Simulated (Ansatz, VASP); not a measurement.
Au: VASP beside Ansatz

```
Au
1.0
     2.94393    0.00000    0.00000
    -1.47197    2.54952    0.00000
     0.00000    0.00000    9.56778
Au
4
Direct
  0.00000 0.00000 0.00000
  0.00000 0.00000 0.50000
  0.33333 0.66667 0.25000
  0.66667 0.33333 0.75000
```

Alike in both runs: task relaxation of cell and atoms; functional PBE; k mesh 12 × 12 × 4; occupations fermi-dirac, width 0.1 eV; no spin polarisation.

|  | VASP | Ansatz |
| --- | --- | --- |
| version | VASP 6.6.1 | Ansatz 0.2.0 |
| potentials or method | VASP PAW PBE potentials, release 64 (Au) | PAW with Ansatz's default frozen-core files, scalar-relativistic |
| plane-wave cutoff (eV) | 600 | 420 |
| valence electrons in the cell | 44 | 76 |

```tsv
	VASP	Ansatz	Ansatz less VASP
relaxed volume (Å³/atom)	17.98	18.00	+0.020
relaxed length of the cell vector where the two differ most in proportion (Å)	2.941	2.942	+0.0013
```

VASP's potentials hold 44 valence electrons a cell and Ansatz's 76, so a difference there can come from the potentials and not from the codes.

Spin-orbit coupling is off throughout.
